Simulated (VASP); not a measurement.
Runs of VASP 6.6.1 on LiAlO. The structure is that of space group P4/nmm (No. 129), or close to it. The cells are those of the table. 

```tsv
task	cell	k mesh	cutoff (eV)	smearing	gap on the mesh (eV)	pressure (GPa)	relaxed volume (Å³/atom)	largest force (eV/Å)
single point	a = 3.119, b = 3.119, c = 6.916 Å, 6 atoms	10 × 10 × 4	520	gaussian 0.02 eV	1.52	-	-	0.01
single point	a = 3.118, b = 3.118, c = 6.922 Å, 6 atoms	6 × 6 × 4	520	gaussian 0.1 eV	1.71	-	-	0.01
relaxation of cell and atoms	relaxed from a = 3.118, b = 3.118, c = 6.922 Å, 6 atoms	10 × 10 × 4	600	gaussian 0.02 eV	1.52	0.0	11.16	0.01
single point	a = 3.871, b = 3.871, c = 4.621 Å, 6 atoms	4 × 4 × 4	520	gaussian 0.1 eV	(a)	-	-	(b)
relaxation of cell and atoms	relaxed from a = 3.871, b = 3.871, c = 4.621 Å, 6 atoms	4 × 4 × 4	600	gaussian 0.1 eV	2.14	0.4	11.11	0.04
single point	a = 3.118, b = 3.118, c = 6.922 Å, 6 atoms	4 × 4 × 4	520	gaussian 0.1 eV	1.98	-	-	0.01
relaxation of cell and atoms	relaxed from a = 3.118, b = 3.118, c = 6.922 Å, 6 atoms	6 × 6 × 4	600	gaussian 0.1 eV	1.71	-0.3	-	0.01
```

Alike in all rows: level PBE; potentials or basis VASP PAW PBE potentials, release 64 (Li_sv, Al, O); no spin polarisation.

Problem. Fill in the values left out.

Solution. (a) 0.64; (b) 3.86.

Caveats: some runs use coarse meshes; the cutoff is under 1.25 times the usual one of these potentials, so pressure, stress and relaxed cells hold a basis-set (Pulay) error; forces of over 1 eV/Å act on the atoms, so gaps and moduli don't describe the material at rest (some runs); the relaxation stopped at its first step, so nothing moved (some runs).

A k mesh can miss the band edges.
